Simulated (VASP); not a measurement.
# KF in VASP: a series of runs

The runs below take KF through single point, with r2SCAN, PBE.

Everything below comes from runs of VASP 6.6.1. Logs are shortened: lines on timing, memory, paths and dates and some standing lists are left out, and cuts for length are marked.

## Step 1: The cell of the first run

The structure is cubic, space group Fm-3m (No. 225). The conventional cell has a = 5.421 Å, b = 5.421 Å, c = 5.421 Å, α = 90.00°, β = 90.00°, γ = 90.00°. Within 3.6 Å of K (site symmetry m-3m) lie 6 F at 2.71 Å. F (site symmetry m-3m) has 6 K at 2.71 Å within 3.6 Å.

## Step 2: Single point, r2SCAN

Input file POSCAR:

```
KF
1.0
    0.0000000000      2.7102548202      2.7102548202
    2.7102548202      0.0000000000      2.7102548202
    2.7102548202      2.7102548202      0.0000000000
K F
1 1
Direct
    0.5000000000      0.5000000000      0.5000000000
    0.0000000000      0.0000000000      0.0000000000
```

Input file INCAR.step1:

```
SYSTEM = KF
ALGO = Normal
EDIFF = 1E-4
ENCUT = 520
GGA = PE
ISMEAR = 0
LASPH = .True.
LCHARG = .False.
LREAL = .False.
LWAVE = .True.
NBANDS = 15
NELM = 80
PREC = Accurate
SIGMA = 0.02
```

Input file INCAR.step2:

```
SYSTEM = KF
ALGO = Normal
EDIFF = 1E-7
ENCUT = 520
ISIF = 2
ISMEAR = 0
ISTART = 1
LASPH = .True.
LCHARG = .False.
LMIXTAU = .True.
LREAL = .False.
LWAVE = .False.
METAGGA = R2SCAN
NBANDS = 15
NELM = 80
PREC = Accurate
SIGMA = 0.02
```

Input file KPOINTS:

```
k-points
0
Gamma
  8 8 8
  0 0 0
```

Potentials or basis: VASP PAW PBE potentials, release 64 (K_sv, F).

Started as:

```sh
$ cat potpaw_PBE.64/K_sv/POTCAR potpaw_PBE.64/F/POTCAR > POTCAR
$ cp INCAR.step1 INCAR
$ mpirun -np 1 vasp_std > vasp.out
$ cp INCAR.step2 INCAR
$ mpirun -np 1 vasp_std > vasp.out
```

OUTCAR:

```text
SYSTEM = KF
   EDIFF = 1E-7
   ENCUT = 520
   ISIF = 2
   ISMEAR = 0
   ISTART = 1
   LASPH = .True.
   LREAL = .False.
   METAGGA = R2SCAN
   NELM = 80
   PREC = Accurate

 ion  position               nearest neighbor table
   1  0.500  0.500  0.500-   2 2.71   2 2.71   2 2.71   2 2.71   2 2.71   2 2.71
   2  0.000  0.000  0.000-   1 2.71   1 2.71   1 2.71   1 2.71   1 2.71   1 2.71

  LATTYP: Found a face centered cubic cell.
 ALAT       =     5.4205096404

  Lattice vectors:

 A1 = (   0.0000000000,   2.7102548202,   2.7102548202)
 A2 = (   2.7102548202,   0.0000000000,   2.7102548202)
 A3 = (   2.7102548202,   2.7102548202,   0.0000000000)

Analysis of symmetry for initial positions (statically):
=====================================================================
 Subroutine PRICEL returns:
 Original cell was already a primitive cell.

 Routine SETGRP: Setting up the symmetry group for a
 face centered cubic supercell.

 Subroutine GETGRP returns: Found 48 space group operations
 (whereof 48 operations were pure point group operations)
 out of a pool of 48 trial point group operations.

The static configuration has the point symmetry O_h .

Analysis of symmetry for dynamics (positions and initial velocities):
=====================================================================
 Subroutine PRICEL returns:
 Original cell was already a primitive cell.

 Routine SETGRP: Setting up the symmetry group for a
 face centered cubic supercell.

 Subroutine GETGRP returns: Found 48 space group operations
 (whereof 48 operations were pure point group operations)
 out of a pool of 48 trial point group operations.

The dynamic configuration has the point symmetry O_h .

 Subroutine INISYM returns: Found 48 space group operations
 (whereof 48 operations are pure point group operations),
 and found     1 'primitive' translations

----------------------------------------------------------------------------------------

                                     Primitive cell

  volume of cell :      39.8163

  direct lattice vectors                    reciprocal lattice vectors
     0.000000000  2.710254820  2.710254820    -0.184484498  0.184484498  0.184484498
     2.710254820  0.000000000  2.710254820     0.184484498 -0.184484498  0.184484498
     2.710254820  2.710254820  0.000000000     0.184484498  0.184484498 -0.184484498

  length of vectors
     3.832879124  3.832879124  3.832879124     0.319536524  0.319536524  0.319536524

  position of ions in fractional coordinates (direct lattice)
     0.500000000  0.500000000  0.500000000
     0.000000000  0.000000000  0.000000000

  ion indices of the primitive-cell ions
   primitive index   ion index
                 1           1
                 2           2

----------------------------------------------------------------------------------------

 KPOINTS: k-points

Automatic generation of k-mesh.
 Grid dimensions read from file:
 generate k-points for:    8    8    8

 Generating k-lattice:

  Cartesian coordinates                     Fractional coordinates (reciprocal lattice)
    -0.023060562  0.023060562  0.023060562     0.125000000  0.000000000  0.000000000
     0.023060562 -0.023060562  0.023060562     0.000000000  0.125000000  0.000000000
     0.023060562  0.023060562 -0.023060562     0.000000000  0.000000000  0.125000000

  Length of vectors
     0.039942065  0.039942065  0.039942065

  Shift w.r.t. Gamma in fractional coordinates (k-lattice)
     0.000000000  0.000000000  0.000000000

 Subroutine IBZKPT returns following result:
 ===========================================

 Found     29 irreducible k-points:

 Following reciprocal coordinates:
            Coordinates               Weight
  0.000000  0.000000  0.000000      1.000000
  0.125000  0.000000  0.000000      8.000000
  0.250000  0.000000  0.000000      8.000000
  0.375000  0.000000  0.000000      8.000000
  0.500000  0.000000  0.000000      4.000000
  0.125000  0.125000  0.000000      6.000000
[... 16 lines left out ...]
  0.500000  0.250000  0.125000     48.000000
 -0.375000  0.250000  0.125000     24.000000
 [... further k-points ...]
   k-points           NKPTS =     29   k-points in BZ     NKDIM =     29   number of bands    NBANDS=     15
   number of dos      NEDOS =    301   number of ions     NIONS =      2
   total plane-waves  NPLWV =  27000
   dimension x,y,z NGX =    30 NGY =   30 NGZ =   30
   dimension x,y,z NGXF=    60 NGYF=   60 NGZF=   60
   ions per type =               1   1
   NGX,Y,Z   is equivalent  to a cutoff of  13.01, 13.01, 13.01 a.u.
   NGXF,Y,Z  is equivalent  to a cutoff of  26.02, 26.02, 26.02 a.u.
 SYSTEM =  KF
   PREC   = accura    normal or accurate (medium, high low for compatibility)
   ISTART =      1    job   : 0-new  1-cont  2-samecut
   ICHARG =      0    charge: 1-file 2-atom 10-const
   ISPIN  =      1    spin polarized calculation?
   LNONCOLLINEAR =      F non collinear calculations
   LSORBIT =      F    spin-orbit coupling
   LASPH  =      T    aspherical Exc in radial PAW
   ENCUT  =  520.0 eV  38.22 Ry    6.18 a.u.   7.13  7.13  7.13*2*pi/ulx,y,z
   NELM   =     80;   NELMIN=  2; NELMDL=  0     # of ELM steps
   EDIFF  = 0.1E-06   stopping-criterion for ELM
   LREAL  =      F    real-space projection
   EDIFFG = 0.1E-05   stopping-criterion for IOM
   NSW    =      0    number of steps for IOM
   IBRION =     -1    ionic relax: 0-MD 1-quasi-New 2-CG
   NFREE  =      0    steps in history (QN), initial steepest desc. (CG)
   ISIF   =      2    stress and relaxation
   ISYM   =      2    0-nonsym 1-usesym 2-fastsym
   POTIM  = 0.5000    time-step for ionic-motion
   TEBEG  =    0.0;   TEEND  =   0.0 temperature during run
   PSTRESS=    0.0 pullay stress
   NELECT =      16.0000    total number of electrons
   NUPDOWN=      -1.0000    fix difference up-down
   EMIN   =  10.00;   EMAX   =-10.00  energy-range for DOS
   EFERMI =   0.00;   METHOD = LEGACY
   ISMEAR =     0;   SIGMA  =   0.02  broadening in eV -4-tet -1-fermi 0-gaus
   EFERMI_NEDOS =   21; number of points for ismear=-14 and -15
   IALGO  =     38    algorithm
   IMIX   =      4    mixing-type and parameters
     AMIX     =   0.40;   BMIX     =  1.00
     AMIX_MAG =   1.60;   BMIX_MAG =  1.00
  volume/ion in A,a.u.               =      19.91       134.35
  Fermi-wavevector in a.u.,A,eV,Ry     =   1.208077  2.282935 19.857031  1.459451
  Thomas-Fermi vector in A             =   2.343696
   LORBIT       =      0    0 simple, 1 ext, 2 COOP (PROOUT), +10 PAW based schemes
   METAGGA = R2SCAN    functional components
   LHFCALC =     F    Hartree Fock is set to
   AEXX    =    0.0000 exact exchange contribution
   IVDW    =     0    specifies the selected vdW correction
   LEPSILON=     F    determine dielectric tensor
   LRPA    =     F    only Hartree local field effects (RPA)
 non-spin polarized calculation
 Gauss-broadening in eV      SIGMA  =   0.02
  energy-cutoff  :      520.00
  volume of cell :       39.82
 maximum number of plane-waves:      1090
 NGX is ok and might be reduce to    30
   NGX = 15   NGY = 15   NGZ = 15

 number of electron      15.9999992 magnetization

 Free energy of the ion-electron system (eV)
  ---------------------------------------------------
  ext. energy  EPLUGINS =         0.00000000
  ---------------------------------------------------
  free energy    TOTEN  =       -14.96255202 eV

  energy without entropy =      -14.96255202  energy(sigma->0) =      -14.96255202

 E-fermi :  -3.3526     XC(G=0):  -8.6849

 val. band max:       -3.4541054007   @ k =   0.0000   0.0000   0.0000
 cond. band min:       3.1526247963   @ k =   0.0000   0.0000   0.0000
 fundamental gap:      6.6067301970
 Fermi energy:        -3.3525702742

 k-point     1 :       0.0000    0.0000    0.0000
  band No.  band energies     occupation
      1     -30.7028      2.00000
      2     -23.2225      2.00000
      3     -13.2171      2.00000
      4     -13.2170      2.00000
      5     -13.2170      2.00000
      6      -3.4541      2.00000
      7      -3.4541      2.00000
      8      -3.4541      2.00000
      9       3.1526      0.00000
     10       7.8796      0.00000
     11       7.8796      0.00000
     12       7.8796      0.00000
     13       9.6815      0.00000
     14       9.6815      0.00000
     15      13.4418      0.00000

 k-point     2 :       0.1250    0.0000    0.0000
  band No.  band energies     occupation
      1     -30.6917      2.00000
      2     -23.2320      2.00000
      3     -13.2540      2.00000
      4     -13.2219      2.00000
      5     -13.2219      2.00000
      6      -3.5785      2.00000
      7      -3.4998      2.00000
      8      -3.4998      2.00000
      9       3.5689      0.00000
     10       7.5800      0.00000
     11       8.0867      0.00000
     12       8.0867      0.00000
     13       9.8146      0.00000
     14       9.8146      0.00000
     15      14.2327      0.00000

 k-point     3 :       0.2500    0.0000    0.0000
  band No.  band energies     occupation
      1     -30.6645      2.00000
      2     -23.2554      2.00000
      3     -13.3426      2.00000
      4     -13.2336      2.00000
      5     -13.2336      2.00000
      6      -3.8461      2.00000
      7      -3.6079      2.00000
      8      -3.6079      2.00000
      9       4.6180      0.00000
     10       7.1564      0.00000
     11       8.6013      0.00000
     12       8.6013      0.00000
     13      10.2338      0.00000
     14      10.2338      0.00000
     15      15.4221      0.00000

 k-point     4 :       0.3750    0.0000    0.0000
  band No.  band energies     occupation
      1     -30.6372      2.00000
      2     -23.2789      2.00000
      3     -13.4302      2.00000
      4     -13.2451      2.00000
      5     -13.2451      2.00000
      6      -4.0808      2.00000
      7      -3.7134      2.00000
      8      -3.7134      2.00000
      9       5.7026      0.00000
     10       7.1548      0.00000
     11       9.0900      0.00000
     12       9.0900      0.00000
     13      10.9847      0.00000
     14      10.9847      0.00000
     15      14.2550      0.00000
[... 307 lines left out ...]
 k-point    22 :       0.3750    0.2500    0.1250
  band No.  band energies     occupation
      1     -30.6460      2.00000
      2     -23.2577      2.00000
      3     -13.3770      2.00000
      4     -13.3425      2.00000
      5     -13.2604      2.00000
      6      -3.9328      2.00000
      7      -3.6413      2.00000
      8      -3.5304      2.00000
      9       5.3170      0.00000
     10       6.5179      0.00000
     11       9.0810      0.00000
     12       9.2374      0.00000
     13      10.2207      0.00000
     14      10.6958      0.00000
     15      15.4694      0.00000

 k-point    23 :       0.5000    0.2500    0.1250
  band No.  band energies     occupation
      1     -30.6250      2.00000
      2     -23.2672      2.00000
      3     -13.4606      2.00000
      4     -13.3883      2.00000
      5     -13.2746      2.00000
      6      -3.9671      2.00000
      7      -3.7171      2.00000
      8      -3.6051      2.00000
      9       6.1846      0.00000
     10       6.6482      0.00000
     11       8.9568      0.00000
     12       9.7583      0.00000
     13      10.7363      0.00000
     14      11.6713      0.00000
     15      13.3949      0.00000

 k-point    24 :      -0.3750    0.2500    0.1250
  band No.  band energies     occupation
      1     -30.6163      2.00000
      2     -23.2711      2.00000
      3     -13.4988      2.00000
      4     -13.4019      2.00000
      5     -13.2821      2.00000
      6      -3.9729      2.00000
      7      -3.7039      2.00000
      8      -3.6890      2.00000
      9       6.3789      0.00000
     10       7.0417      0.00000
     11       8.8890      0.00000
     12       9.9183      0.00000
     13      11.2069      0.00000
     14      12.1611      0.00000
     15      12.4830      0.00000

 [... further k-points ...]

------------------------ aborting loop because EDIFF is reached ----------------------------------------

  FORCE on cell =-STRESS in cart. coord.  units (eV):
  Direction    XX          YY          ZZ          XY          YZ          ZX
  --------------------------------------------------------------------------------------
  -------------------------------------------------------------------------------------
  Total       -0.4508242     -0.4508242     -0.4508242      0.0000000      0.0000000      0.0000000
  in kB      -18.1408422    -18.1408422    -18.1408422      0.0000000      0.0000000      0.0000000
  external PRESSURE =     -18.1408422 kB  Pullay stress =       0.0000000 kB

 VOLUME and BASIS-vectors are now :
 -----------------------------------------------------------------------------
  energy-cutoff  :      520.00
  volume of cell :       39.82
      direct lattice vectors                 reciprocal lattice vectors
     0.000000000  2.710254820  2.710254820    -0.184484498  0.184484498  0.184484498
     2.710254820  0.000000000  2.710254820     0.184484498 -0.184484498  0.184484498
     2.710254820  2.710254820  0.000000000     0.184484498  0.184484498 -0.184484498

 POSITION                                       TOTAL-FORCE (eV/Angst)
 -----------------------------------------------------------------------------------
      2.71025      2.71025      2.71025        -0.000000     -0.000000     -0.000000
      0.00000      0.00000      0.00000         0.000000      0.000000      0.000000
 -----------------------------------------------------------------------------------
    total drift:                               -0.000000      0.000000      0.000000

  FREE ENERGIE OF THE ION-ELECTRON SYSTEM (eV)
  ---------------------------------------------------
  free  energy   TOTEN  =       -14.9625520197 eV

  energy  without entropy=      -14.9625520197  energy(sigma->0) =      -14.96255202
```

It took 64 s on 1 thread of AMD EPYC 9R45 (Zen 5), shared host; peak memory 0.15 GiB.

Results:

| Item | Value |
| --- | --- |
| Free energy | -14.9626 eV |
| Pressure | -1.8 GPa |
| Band gap on the k mesh | 6.61 eV |

Levels at points of the mesh, in eV from the valence-band top:
| k point | band 5 | band 6 | band 7 | band 8 | band 9 | band 10 | band 11 | band 12 |
| --- | --- | --- | --- | --- | --- | --- | --- | --- |
| (0.00, 0.00, 0.00) | -9.76 | 0.00 | 0.00 | 0.00 | 6.61 | 11.33 | 11.33 | 11.33 |
| (0.50, 0.00, 0.00) | -9.80 | -0.72 | -0.30 | -0.30 | 9.50 | 10.92 | 12.72 | 12.72 |
| (0.50, 0.50, 0.00) | -9.94 | -0.22 | -0.06 | -0.06 | 8.73 | 10.98 | 12.08 | 14.40 |

Caveat: the PAW data sets were made with another functional, which shifts forces and pressure a little. A k mesh can miss the band edges.

(Continued in part 2 of 2.)
